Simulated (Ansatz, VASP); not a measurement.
**ZnO in VASP and in Ansatz**

```xyz
2
Lattice="4.0417 0.0000 0.0000 0.0000 4.0417 0.0000 0.0000 0.0000 3.4540" Properties=species:S:1:pos:R:3 pbc="T T T"
Zn    0.0000    0.0000    0.0000
O     0.0000    0.0000    1.7270
```

Alike in both runs: task relaxation of cell and atoms; functional PBE; k mesh 8 × 8 × 8; occupations gaussian, width 0.02 eV; no spin polarisation.

|  | VASP | Ansatz |
| --- | --- | --- |
| version | VASP 6.6.1 | Ansatz 0.2.0 |
| potentials or method | VASP PAW PBE potentials, release 64 (Zn, O), cutoff 600 eV | scalar-relativistic, plane waves, PAW |
| valence electrons in the cell | 18 | 18 |

Ansatz gave:

```
gap on the k mesh at the Fermi level, each at its own relaxed structure (eV) : 1.85
relaxed volume (Å³/atom)                                                     : 38.39
relaxed cell length with the largest relative difference (Å)                 : 4.711
```

Question: Which values does VASP return?

Answer: gap on the k mesh at the Fermi level, each at its own relaxed structure (eV): 1.68; relaxed volume (Å³/atom): 35.29; relaxed cell length with the largest relative difference (Å): 4.508.

One of these differences is far larger than is usual between the two programs; its cause wasn't traced.

Noted on VASP's run: the volume moved by over 15 % at a fixed basis, so the end points are rough.
